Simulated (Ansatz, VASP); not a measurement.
Two plane-wave programs on Al2Pt

Contents of INCAR:

```
PREC = Accurate
ENCUT = 520
EDIFF = 1E-7
ISMEAR = 0
SIGMA = 0.1
LREAL = F
LASPH = T
NELM = 80
ALGO = Normal
ISIF = 2
LWAVE = F
LCHARG = F
GGA = PE
NBANDS = 15
```

Contents of KPOINTS:

```
Automatic mesh
0
Gamma
  12 12 12
```

POSCAR

```
Al2Pt
1.0
    0.0000000000      3.0691794913      3.0691794913
    3.0691794913      0.0000000000      3.0691794913
    3.0691794913      3.0691794913      0.0000000000
Al Pt
2 1
Direct
    0.2500000000      0.2500000000      0.2500000000
    0.7500000000      0.7500000000      0.7500000000
    0.0000000000      0.0000000000      0.0000000000
```

Input for Ansatz:

```yaml
crystal:
  lattice:
    - [0.0, 3.0691794913, 3.0691794913]
    - [3.0691794913, 0.0, 3.0691794913]
    - [3.0691794913, 3.0691794913, 0.0]
  atoms:
    - { symbol: Al, position: [0.25, 0.25, 0.25] }
    - { symbol: Al, position: [0.75, 0.75, 0.75] }
    - { symbol: Pt, position: [0.0, 0.0, 0.0] }
basis:
  ecutwfc: 420
kpoints:
  mp_grid: { grid: [12, 12, 12] }
hamiltonian:
  xc: pbe
scf:
  occupations: { method: gaussian, width: 0.1 }
output:
  forces: true
  stress: true
  eigenvalues: true
```

Alike in both runs: task single point; functional PBE; k mesh 12 × 12 × 12; occupations gaussian, width 0.1 eV; no spin polarisation.

|  | VASP | Ansatz |
| --- | --- | --- |
| version | VASP 6.6.1 | Ansatz 0.2.0 |
| potentials or method | VASP PAW PBE potentials, release 64 (Al, Pt), cutoff 520 eV | scalar-relativistic, plane waves, PAW |
| valence electrons in the cell | 16 | 24 |

|  | VASP | Ansatz | Ansatz less VASP |
| --- | --- | --- | --- |
| gap on the k mesh at the Fermi level (eV) | none | none | - |
| pressure (GPa) | -10.1 | -10.0 | +0.14 |

A gap of «none» marks a metal or a gap that the smearing closes. VASP's potentials hold 16 valence electrons a cell and Ansatz's 24, so a difference there can come from the potentials and not from the codes.

Neither program's run includes spin-orbit coupling.
